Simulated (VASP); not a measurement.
A run of VASP 6.6.1:

File INCAR:

```
ALGO = Normal
EDIFF = 1E-6
ENCUT = 520
ISIF = 2
ISMEAR = 0
LASPH = T
LCHARG = F
LREAL = F
LWAVE = F
NBANDS = 18
NELM = 60
PREC = Accurate
SIGMA = 0.05
```

Contents of KPOINTS:

```
k-points
0
Gamma
  9 9 6
```

The input POSCAR:

```
LiF
1.0
    3.0801704379      0.0000000000      0.0000000000
   -1.5400852189      2.6675058472      0.0000000000
    0.0000000000      0.0000000000      4.5087534870
Li F
2 2
Direct
    0.3333333333      0.6666666667      0.3652620286
    0.6666666667      0.3333333333      0.8652620286
    0.3333333333      0.6666666667      0.9910195924
    0.6666666667      0.3333333333      0.4910195924
```

Potentials or basis: VASP PAW LDA potentials, release 64 (Li_sv, F).

The run is started by

```sh
$ cat potpaw_LDA.64/Li_sv/POTCAR potpaw_LDA.64/F/POTCAR > POTCAR
$ mpirun -np 1 vasp_std > vasp.out
```

Hardware: 1 thread of Intel(R) Xeon(R) 6975P-C (Granite Rapids), on a shared host.

Question: Estimate the wall time of this run.

Answer: It took 8.1 s on 1 thread of Intel(R) Xeon(R) 6975P-C (Granite Rapids), with other jobs on the host, peak memory 0.14 GiB. Counts: scf iterations 12, k points 48.
